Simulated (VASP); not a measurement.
Set up this calculation in VASP 6.6.1, as the native input.

```
Task                   : single point
Functional             : PBEsol
Potentials or basis    : VASP PAW PBE potentials, release 64 (Sn_d)
Cutoff                 : 520 eV
k mesh                 : 11 × 11 × 11
Occupations            : fermi-dirac, width 0.1 eV
Spin                   : no spin polarisation
Dipole correction      : no
Further INCAR settings : ALGO = Normal; EDIFF = 1e-07; NBANDS = 13
```

The structure of Sn lies in POSCAR:

```
Sn
1.0
   -1.8946518200      1.8946518200      1.8946518200
    1.8946518200     -1.8946518200      1.8946518200
    1.8946518200      1.8946518200     -1.8946518200
Sn
1
Direct
    0.0000000000      0.0000000000      0.0000000000
```

The input as run:

INCAR

```
SYSTEM = Sn
ALGO = Normal ; EDIFF = 1E-7
ENCUT = 520 ; GGA = PS
ISIF = 2 ; ISMEAR = -1
LASPH = .TRUE. ; LCHARG = .FALSE.
LREAL = .FALSE. ; LWAVE = .FALSE.
NBANDS = 13 ; NELM = 80
PREC = Accurate ; SIGMA = 0.1
```

KPOINTS

```
k-points
0
G
  11 11 11
  0 0 0
```

Potentials or basis: VASP PAW PBE potentials, release 64 (Sn_d).

Run with:

```sh
$ cat potpaw_PBE.64/Sn_d/POTCAR > POTCAR
$ mpirun -np 1 vasp_std > vasp.out
```

Results of the run:

```yaml
Pressure: -1.8 GPa
Band_gap_on_the_k_mesh: zero (band 7 reaches 15.86 eV, above the bottom of band 8 at 5.54 eV)
```

Caveat: the PAW data sets were made with another functional, which shifts forces and pressure a little; spin-orbit coupling is left out, which moves the levels of the heavy elements.

Run time: 7.5 s on 1 thread of Intel(R) Xeon(R) Platinum 8488C (Sapphire Rapids), with other jobs on the host, peak memory 0.14 GiB.
